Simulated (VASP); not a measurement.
# SiC (zincblende type) (F-43m) in VASP: a series of runs

Runs on SiC (zincblende type). Level: PBE. Tasks: relaxation of cell and atoms.

Program: VASP 6.6.1. These are calculated values, not measurements. Logs are shortened: lines on timing, memory, paths and dates and some standing lists are left out, and cuts for length are marked.

**1. The cell of the first run**

The structure is cubic, space group F-43m (No. 216). Conventional cell: a = 3.877 Å, b = 3.877 Å, c = 3.877 Å, α = 90.00°, β = 90.00°, γ = 90.00°. Si (site symmetry -43m) has 4 C at 1.68 Å within 2.2 Å. C (site symmetry -43m) has 4 Si at 1.68 Å within 2.2 Å.

**2. Relaxation of cell and atoms, PBE, target pressure 100 GPa, at which the enthalpy is minimised**

The input, INCAR:

```
SYSTEM = SiC
ALGO = Normal
EDIFF = 1E-6
EDIFFG = -0.005
ENCUT = 600
GGA = PE
IBRION = 2
ISIF = 3
ISMEAR = -1
LASPH = .TRUE.
LCHARG = .FALSE.
LREAL = .FALSE.
LWAVE = .FALSE.
NELM = 60
NSW = 60
PREC = Accurate
PSTRESS = 1000.0
SIGMA = 0.1
```

The input, KPOINTS:

```
k-points
0
G
  17 17 17
  0 0 0
```

The input, POSCAR:

```
SiC
1.0
    0.0000000000      1.9383080552      1.9383080552
    1.9383080552      0.0000000000      1.9383080552
    1.9383080552      1.9383080552      0.0000000000
Si C
1 1
Direct
    0.0000000000      0.0000000000      0.0000000000
    0.2500000000      0.2500000000      0.2500000000
```

Potentials or basis: VASP PAW PBE potentials, release 64 (Si, C).

Launch:

```sh
$ cat potpaw_PBE.64/Si/POTCAR potpaw_PBE.64/C/POTCAR > POTCAR
$ mpirun -np 1 vasp_std > vasp.out
```

OUTCAR:

```text
SYSTEM = SiC
   EDIFF = 1E-6
   EDIFFG = -0.005
   ENCUT = 600
   GGA = PE
   IBRION = 2
   ISIF = 3
   ISMEAR = -1
   LASPH = .TRUE.
   LREAL = .FALSE.
   NELM = 60
   NSW = 60
   PREC = Accurate
   PSTRESS = 1000.0

 ion  position               nearest neighbor table
   1  0.000  0.000  0.000-   2 1.68   2 1.68   2 1.68   2 1.68
   2  0.250  0.250  0.250-   1 1.68   1 1.68   1 1.68   1 1.68

  LATTYP: Found a face centered cubic cell.
 ALAT       =     3.8766161104

  Lattice vectors:

 A1 = (   0.0000000000,   1.9383080552,   1.9383080552)
 A2 = (   1.9383080552,   0.0000000000,   1.9383080552)
 A3 = (   1.9383080552,   1.9383080552,   0.0000000000)

Analysis of symmetry for initial positions (statically):
=====================================================================
 Subroutine PRICEL returns:
 Original cell was already a primitive cell.

 Routine SETGRP: Setting up the symmetry group for a
 face centered cubic supercell.

 Subroutine GETGRP returns: Found 24 space group operations
 (whereof 24 operations were pure point group operations)
 out of a pool of 48 trial point group operations.

The static configuration has the point symmetry T_d .

Analysis of symmetry for dynamics (positions and initial velocities):
=====================================================================
 Subroutine PRICEL returns:
 Original cell was already a primitive cell.

 Routine SETGRP: Setting up the symmetry group for a
 face centered cubic supercell.

 Subroutine GETGRP returns: Found 24 space group operations
 (whereof 24 operations were pure point group operations)
 out of a pool of 48 trial point group operations.

The dynamic configuration has the point symmetry T_d .

 Subroutine INISYM returns: Found 24 space group operations
 (whereof 24 operations are pure point group operations),
 and found     1 'primitive' translations

----------------------------------------------------------------------------------------

                                     Primitive cell

  volume of cell :      14.5646

  direct lattice vectors                    reciprocal lattice vectors
     0.000000000  1.938308055  1.938308055    -0.257956932  0.257956932  0.257956932
     1.938308055  0.000000000  1.938308055     0.257956932 -0.257956932  0.257956932
     1.938308055  1.938308055  0.000000000     0.257956932  0.257956932 -0.257956932

  length of vectors
     2.741181540  2.741181540  2.741181540     0.446794513  0.446794513  0.446794513

  position of ions in fractional coordinates (direct lattice)
     0.000000000  0.000000000  0.000000000
     0.250000000  0.250000000  0.250000000

  ion indices of the primitive-cell ions
   primitive index   ion index
                 1           1
                 2           2

----------------------------------------------------------------------------------------

 KPOINTS: k-points

Automatic generation of k-mesh.
 Grid dimensions read from file:
 generate k-points for:   17   17   17

 Generating k-lattice:

  Cartesian coordinates                     Fractional coordinates (reciprocal lattice)
    -0.015173937  0.015173937  0.015173937     0.058823529  0.000000000  0.000000000
     0.015173937 -0.015173937  0.015173937     0.000000000  0.058823529  0.000000000
     0.015173937  0.015173937 -0.015173937     0.000000000  0.000000000  0.058823529

  Length of vectors
     0.026282030  0.026282030  0.026282030

  Shift w.r.t. Gamma in fractional coordinates (k-lattice)
     0.000000000  0.000000000  0.000000000

 Subroutine IBZKPT returns following result:
 ===========================================

 Found    165 irreducible k-points:

 Following reciprocal coordinates:
            Coordinates               Weight
  0.000000  0.000000  0.000000      1.000000
  0.058824  0.000000  0.000000      8.000000
  0.117647  0.000000  0.000000      8.000000
  0.176471  0.000000  0.000000      8.000000
  0.235294  0.000000  0.000000      8.000000
  0.294118  0.000000  0.000000      8.000000
[... 16 lines left out ...]
 -0.176471  0.058824  0.000000     24.000000
 -0.117647  0.058824  0.000000     24.000000
 [... further k-points ...]
   k-points           NKPTS =    165   k-points in BZ     NKDIM =    165   number of bands    NBANDS=      8
   number of dos      NEDOS =    301   number of ions     NIONS =      2
   total plane-waves  NPLWV =  13824
   dimension x,y,z NGX =    24 NGY =   24 NGZ =   24
   dimension x,y,z NGXF=    48 NGYF=   48 NGZF=   48
   ions per type =               1   1
   NGX,Y,Z   is equivalent  to a cutoff of  14.56, 14.56, 14.56 a.u.
   NGXF,Y,Z  is equivalent  to a cutoff of  29.11, 29.11, 29.11 a.u.
 SYSTEM =  SiC
   PREC   = accura    normal or accurate (medium, high low for compatibility)
   ISTART =      0    job   : 0-new  1-cont  2-samecut
   ICHARG =      2    charge: 1-file 2-atom 10-const
   ISPIN  =      1    spin polarized calculation?
   LNONCOLLINEAR =      F non collinear calculations
   LSORBIT =      F    spin-orbit coupling
   LASPH  =      T    aspherical Exc in radial PAW
   ENCUT  =  600.0 eV  44.10 Ry    6.64 a.u.   5.47  5.47  5.47*2*pi/ulx,y,z
   NELM   =     60;   NELMIN=  2; NELMDL= -5     # of ELM steps
   EDIFF  = 0.1E-05   stopping-criterion for ELM
   LREAL  =      F    real-space projection
   EDIFFG = -.5E-02   stopping-criterion for IOM
   NSW    =     60    number of steps for IOM
   IBRION =      2    ionic relax: 0-MD 1-quasi-New 2-CG
   NFREE  =      1    steps in history (QN), initial steepest desc. (CG)
   ISIF   =      3    stress and relaxation
   ISYM   =      2    0-nonsym 1-usesym 2-fastsym
   POTIM  = 0.5000    time-step for ionic-motion
   TEBEG  =    0.0;   TEEND  =   0.0 temperature during run
   PSTRESS= 1000.0 pullay stress
   NELECT =       8.0000    total number of electrons
   NUPDOWN=      -1.0000    fix difference up-down
   EMIN   =  10.00;   EMAX   =-10.00  energy-range for DOS
   EFERMI =   0.00;   METHOD = LEGACY
   ISMEAR =    -1;   SIGMA  =   0.10  broadening in eV -4-tet -1-fermi 0-gaus
   EFERMI_NEDOS =   21; number of points for ismear=-14 and -15
   IALGO  =     38    algorithm
   IMIX   =      4    mixing-type and parameters
     AMIX     =   0.40;   BMIX     =  1.00
     AMIX_MAG =   1.60;   BMIX_MAG =  1.00
  volume/ion in A,a.u.               =       7.28        49.14
  Fermi-wavevector in a.u.,A,eV,Ry     =   1.340722  2.533597 24.456950  1.797535
  Thomas-Fermi vector in A             =   2.469012
   LORBIT       =      0    0 simple, 1 ext, 2 COOP (PROOUT), +10 PAW based schemes
   GGA     = PE    functional components
   LHFCALC =     F    Hartree Fock is set to
   AEXX    =    0.0000 exact exchange contribution
   IVDW    =     0    specifies the selected vdW correction
   LEPSILON=     F    determine dielectric tensor
   LRPA    =     F    only Hartree local field effects (RPA)
 conjugate gradient relaxation of ions
 non-spin polarized calculation
  energy-cutoff  :      600.00
  volume of cell :       14.56
 maximum number of plane-waves:       531
 NGX is ok and might be reduce to    24
   NGX = 11   NGY = 11   NGZ = 11

--------------------------------------- Ionic step        1  -------------------------------------------

 number of electron       8.0000000 magnetization

 Free energy of the ion-electron system (eV)
  ---------------------------------------------------
  ext. energy  EPLUGINS =         0.00000000
  ---------------------------------------------------
  free energy    TOTEN  =       -12.73125378 eV

  energy without entropy =      -12.73117069  energy(sigma->0) =      -12.73121223

------------------------ aborting loop because EDIFF is reached ----------------------------------------

  FORCE on cell =-STRESS in cart. coord.  units (eV):
  Direction    XX          YY          ZZ          XY          YZ          ZX
  --------------------------------------------------------------------------------------
  -------------------------------------------------------------------------------------
  Total       14.0809232     14.0809232     14.0809232      0.0000000      0.0000000     -0.0000000
  in kB     1548.9711012   1548.9711012   1548.9711012      0.0000000      0.0000000     -0.0000000
  external PRESSURE =     548.9711012 kB  Pullay stress =    1000.0000000 kB
[... 23 lines left out ...]
  enthalpy is  TOTEN    =        -3.6407528591 eV   P V=        9.0905009193

--------------------------------------- Ionic step        2  -------------------------------------------

 number of electron       8.0000001 magnetization

 E-fermi :   9.0038     XC(G=0): -11.4007

 val. band max:        8.2210412660   @ k =   0.0000   0.0000   0.0000
 cond. band min:       9.6100450622   @ k =   0.4706   0.4706   0.0000
 fundamental gap:      1.3890037961
 Fermi energy:         9.0037986305

 k-point     1 :       0.0000    0.0000    0.0000
  band No.  band energies     occupation
      1      -7.2621      2.00000
      2       8.2210      1.99920
      3       8.2210      1.99920
      4       8.2210      1.99920
      5      14.5743      0.00000
      6      15.5996      0.00000
      7      15.5996      0.00000
      8      15.5996      0.00000
[... 243 lines left out ...]
 k-point    24 :      -0.1176    0.0588    0.0000
  band No.  band energies     occupation
      1      -6.8320      2.00000
      2       6.4304      2.00000
      3       7.5496      2.00000
      4       8.1292      1.99968
      5      14.9598      0.00000
      6      15.7724      0.00000
      7      15.8807      0.00000
      8      16.6810      0.00000

 [... further k-points ...]

------------------------ aborting loop because EDIFF is reached ----------------------------------------

  FORCE on cell =-STRESS in cart. coord.  units (eV):
  Direction    XX          YY          ZZ          XY          YZ          ZX
  --------------------------------------------------------------------------------------
  -------------------------------------------------------------------------------------
  Total        0.7050623      0.7050623      0.7050623     -0.0000000      0.0000000     -0.0000000
  in kB       55.1504110     55.1504110     55.1504110     -0.0000000      0.0000000     -0.0000000
  external PRESSURE =    -944.8495890 kB  Pullay stress =    1000.0000000 kB
[... 55 lines left out ...]
  FREE ENERGIE OF THE ION-ELECTRON SYSTEM (eV)
  ---------------------------------------------------
  free  energy   TOTEN  =       -13.8742883794 eV

  energy  without entropy=      -13.8742398962  energy(sigma->0) =      -13.87426414

  enthalpy is  TOTEN    =        -3.8547356237 eV   P V=       10.0195527557

[... ionic steps 4 to 13 ...]

--------------------------------------- Ionic step       14  -------------------------------------------

 number of electron       8.0000000 magnetization

------------------------ aborting loop because EDIFF is reached ----------------------------------------

  FORCE on cell =-STRESS in cart. coord.  units (eV):
  Direction    XX          YY          ZZ          XY          YZ          ZX
  --------------------------------------------------------------------------------------
  -------------------------------------------------------------------------------------
  Total        9.9616798      9.9616798      9.9616798     -0.0000000     -0.0000000     -0.0000000
  in kB     1004.1798656   1004.1798656   1004.1798656     -0.0000000     -0.0000000     -0.0000000
  external PRESSURE =       4.1798656 kB  Pullay stress =    1000.0000000 kB
[... 61 lines left out ...]
  enthalpy is  TOTEN    =        -3.8570311004 eV   P V=        9.9226708249

--------------------------------------- Ionic step       16  -------------------------------------------

 number of electron       8.0000000 magnetization

 Free energy of the ion-electron system (eV)
  ---------------------------------------------------
  ext. energy  EPLUGINS =         0.00000000
  ---------------------------------------------------
  free energy    TOTEN  =       -13.78462151 eV

  energy without entropy =      -13.78457058  energy(sigma->0) =      -13.78459605

 E-fermi :  12.0067     XC(G=0): -12.5440

 val. band max:       11.3379586646   @ k =  -0.0588   0.0588   0.0000
 cond. band min:      12.4583657419   @ k =   0.4706   0.4706   0.0000
 fundamental gap:      1.1204070772
 Fermi energy:        12.0066672765

 k-point     1 :       0.0000    0.0000    0.0000
  band No.  band energies     occupation
      1      -6.2742      2.00000
      2      11.3378      1.99751
      3      11.3378      1.99751
      4      11.3378      1.99751
      5      20.7474      0.00000
      6      20.7474      0.00000
      7      20.7474      0.00000
      8      20.7475      0.00000
[... 243 lines left out ...]
 k-point    24 :      -0.1176    0.0588    0.0000
  band No.  band energies     occupation
      1      -5.7517      2.00000
      2       9.4358      2.00000
      3      10.5970      2.00000
      4      11.2790      1.99862
      5      20.2814      0.00000
      6      21.0680      0.00000
      7      21.3529      0.00000
      8      22.1726      0.00000

 [... further k-points ...]

------------------------ aborting loop because EDIFF is reached ----------------------------------------

  FORCE on cell =-STRESS in cart. coord.  units (eV):
  Direction    XX          YY          ZZ          XY          YZ          ZX
  --------------------------------------------------------------------------------------
  -------------------------------------------------------------------------------------
  Total        9.9285070      9.9285070      9.9285070      0.0000000      0.0000000     -0.0000000
  in kB     1000.0929397   1000.0929397   1000.0929397      0.0000000      0.0000000     -0.0000000
  external PRESSURE =       0.0929397 kB  Pullay stress =    1000.0000000 kB
[... 17 lines left out ...]
  FREE ENERGIE OF THE ION-ELECTRON SYSTEM (eV)
  ---------------------------------------------------
  free  energy   TOTEN  =       -13.7846215121 eV

  energy  without entropy=      -13.7845705810  energy(sigma->0) =      -13.78459605

  enthalpy is  TOTEN    =        -3.8570371682 eV   P V=        9.9275843440

 reached required accuracy - stopping structural energy minimisation
```

It took 2.3 min on 1 thread of Intel Xeon 8259CL, shared host; peak memory 0.16 GiB.

What came out:

```
Free energy                                                : -13.7846 eV
Relaxed volume                                             : 7.95 Å³/atom
Relaxed cell                                               : a = 2.823 Å, b = 2.823 Å, c = 2.823 Å, α = 60.00°, β = 60.00°, γ = 60.00°
Space group after relaxing (to 0.1 Å)                      : F-43m (No. 216)
Energy change on relaxing (the run minimises the enthalpy) : -526.7 meV/atom
Ionic steps                                                : 16
Pressure after relaxing                                    : 100.0 GPa
Band gap on the k mesh                                     : 1.12 eV (least direct gap 4.77 eV)
```

Step by step:
```csv
step,energy change (eV),largest force (eV/Å),pressure (GPa),volume (Å³)
1,0.0000,0.0000,154.90,14.56
2,-2.3184,0.0000,5.52,20.48
3,-1.1430,0.0000,95.05,16.05
4,-1.0588,0.0000,99.71,15.91
5,-1.0415,0.0000,100.66,15.89
6,-1.0420,0.0000,100.63,15.89
7,-1.0435,0.0000,100.55,15.89
8,-1.0436,0.0000,100.54,15.89
9,-1.0436,0.0000,100.54,15.89
10,-1.0437,0.0000,100.54,15.89
11,-1.0438,0.0000,100.53,15.89
12,-1.0441,0.0000,100.51,15.89
13,-1.0448,0.0000,100.48,15.89
14,-1.0460,0.0000,100.42,15.89
15,-1.0484,0.0000,100.29,15.90
16,-1.0534,0.0000,100.01,15.91
```

Final structure:
```
Si C
1.0
     0.00000    1.99607    1.99607
     1.99607    0.00000    1.99607
     1.99607    1.99607    0.00000
Si C
1 1
Cartesian
  0.0000 0.0000 0.0000
  0.9980 0.9980 0.9980
```

Levels at points of the mesh, in eV from the valence-band top:
| k point | band 2 | band 3 | band 4 | band 5 | band 6 | band 7 |
| --- | --- | --- | --- | --- | --- | --- |
| (0.00, 0.00, 0.00) | 0.00 | 0.00 | 0.00 | 9.41 | 9.41 | 9.41 |

Caveat: the cell is relaxed towards a set pressure, so the run minimises the enthalpy, not the energy; an odd mesh through Γ misses points on the zone boundary, where band edges can lie.

**3. Relaxation of cell and atoms, PBE, target pressure 100 GPa, at which the enthalpy is minimised**

This run uses another cell than the first one, of 7.96 Å³/atom.

The input, INCAR:

```
ALGO = Normal
EDIFF = 1E-6
EDIFFG = -0.005
ENCUT = 600
GGA = PE
IBRION = 2
ISIF = 3
ISMEAR = -1
LASPH = T
LCHARG = F
LREAL = F
LWAVE = F
NELM = 60
NSW = 32
PREC = Accurate
PSTRESS = 1000.0
SIGMA = 0.1
```

The input, KPOINTS:

```
k-points
0
Gamma
  17 17 17
```

The input, POSCAR:

```
SiC
1.0
    0.0000000000      1.9965571923      1.9965571923
    1.9965571923      0.0000000000      1.9965571923
    1.9965571923      1.9965571923      0.0000000000
Si C
1 1
Direct
    0.0000000000      0.0000000000      0.0000000000
    0.2500000000      0.2500000000      0.2500000000
```

Potentials or basis: VASP PAW PBE potentials, release 64 (Si, C).

Launch:

```sh
$ cat potpaw_PBE.64/Si/POTCAR potpaw_PBE.64/C/POTCAR > POTCAR
$ mpirun -np 1 vasp_std > vasp.out
```

Run time: 36 s. Hardware: 1 thread of Intel Xeon 8259CL, shared host; peak memory 0.15 GiB.

Results (log left out):

| Quantity | Value |
| --- | --- |
| Free energy | -13.7849 eV |
| Relaxed volume | 7.95 Å³/atom |
| Relaxed cell | a = 2.823 Å, b = 2.823 Å, c = 2.823 Å, α = 60.00°, β = 60.00°, γ = 60.00° |
| Space group after relaxing (to 0.1 Å) | F-43m (No. 216) |
| Energy change on relaxing (the run minimises the enthalpy) | +4.6 meV/atom |
| Ionic steps | 3 |
| Pressure after relaxing | 100.0 GPa |
| Band gap on the k mesh | 1.12 eV (least direct gap 4.77 eV) |

Step by step:
| step | energy change (eV) | largest force (eV/Å) | pressure (GPa) | volume (Å³) |
| --- | --- | --- | --- | --- |
| 1 | 0.0000 | 0.0000 | 99.53 | 15.92 |
| 2 | 0.0335 | 0.0000 | 101.34 | 15.86 |
| 3 | 0.0091 | 0.0000 | 100.01 | 15.90 |

Final structure:
```yaml
crystal:
  lattice:
    - [0.00000, 1.99594, 1.99594]
    - [1.99594, 0.00000, 1.99594]
    - [1.99594, 1.99594, 0.00000]
  atoms:
    - { symbol: Si, position: [0.00000, 0.00000, 0.00000] }
    - { symbol: C, position: [0.25000, 0.25000, 0.25000] }
```

Levels at points of the mesh, in eV from the valence-band top:
```
           k point  band 1  band 2  band 3  band 4  band 5  band 6  band 7  band 8
(0.00, 0.00, 0.00)  -17.61    0.00    0.00    0.00    9.41    9.41    9.41    9.41
```

Caveat: the cell is relaxed towards a set pressure, so the run minimises the enthalpy, not the energy; an odd mesh through Γ misses points on the zone boundary, where band edges can lie.
